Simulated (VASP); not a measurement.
Input of a VASP 6.6.1 run:

Contents of INCAR:

```
PREC = Accurate
ENCUT = 520
EDIFF = 1E-7
ISMEAR = 0
SIGMA = 0.15
LREAL = False
LASPH = True
NELM = 60
ALGO = Fast
ISIF = 2
LWAVE = False
LCHARG = False
GGA = PE
NBANDS = 12
```

KPOINTS

```
Automatic mesh
0
Gamma
  20 20 20
```

Contents of POSCAR:

```
In
1.0
   -1.7562420000      1.7562420000      2.5729080000
    1.7562420000     -1.7562420000      2.5729080000
    1.7562420000      1.7562420000     -2.5729080000
In
1
Direct
    0.0000000000      0.0000000000      0.0000000000
```

Potentials or basis: VASP PAW PBE potentials, release 64 (In_d).

Launch:

```console
$ cat potpaw_PBE.64/In_d/POTCAR > POTCAR
$ mpirun -np 1 vasp_std > vasp.out
```

Estimate the pressure.

-3.6 GPa.

Predict the band gap on the k mesh.

zero (an odd number of electrons rules out a gap without spin polarisation).

Stress tensor (GPa, compression positive):
```
-3.63  0.00  0.00
 0.00 -3.63  0.00
 0.00  0.00 -3.55
```

Caveat: the cell differs from its parent crystal (strain +0.080 along x and y, +0.040 along z); the cell stands under tension; spin-orbit coupling is left out, which moves the levels of the heavy elements.
